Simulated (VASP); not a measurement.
GaN:

```
CELL_PARAMETERS angstrom
3.18000 0.00000 0.00000
-1.59000 2.75396 0.00000
0.00000 0.00000 5.16600
ATOMIC_POSITIONS crystal
Ga 0.33333 0.66667 0.00000
Ga 0.66667 0.33333 0.50000
N 0.33333 0.66667 0.37500
N 0.66667 0.33333 0.87500
```

```yaml
Program: VASP 6.6.1
Task: relaxation of cell and atoms
Functional: PBE
Potentials_or_basis: VASP PAW PBE potentials, release 64 (Ga_d, N)
Cutoff: 600 eV
k_mesh: 12 × 12 × 4
Occupations: fermi-dirac, width 0.02 eV
Spin: no spin polarisation
```

At the start: pressure 7.2 GPa; volume 11.31 Å³/atom.

Task: Where does the relaxation end?

Result: Over 8 steps the energy falls by 10.1 meV/atom and the volume is 11.76 Å³/atom (+3.9 %); space group P6_3mc (No. 186, to 0.1 Å) before and after.

The path:
```csv
step,energy change (eV),largest force (eV/Å),pressure (GPa),volume (Å³)
1,0.0000,0.1344,7.18,45.24
2,-0.0117,0.0621,-5.19,48.64
3,-0.0402,0.0110,-0.01,47.03
4,-0.0402,0.0129,0.13,46.99
5,-0.0402,0.0076,0.12,46.99
6,-0.0402,0.0035,0.12,46.99
7,-0.0402,0.0011,-0.08,47.04
8,-0.0402,0.0008,0.01,47.03
```

Final structure:
```
Ga N
1.0
     3.21808    0.00000    0.00000
    -1.60904    2.78694    0.00000
     0.00000    0.00000    5.24338
Ga N
2 2
Direct
  0.33333 0.66667 0.99916
  0.66667 0.33333 0.49916
  0.33333 0.66667 0.37584
  0.66667 0.33333 0.87584
```
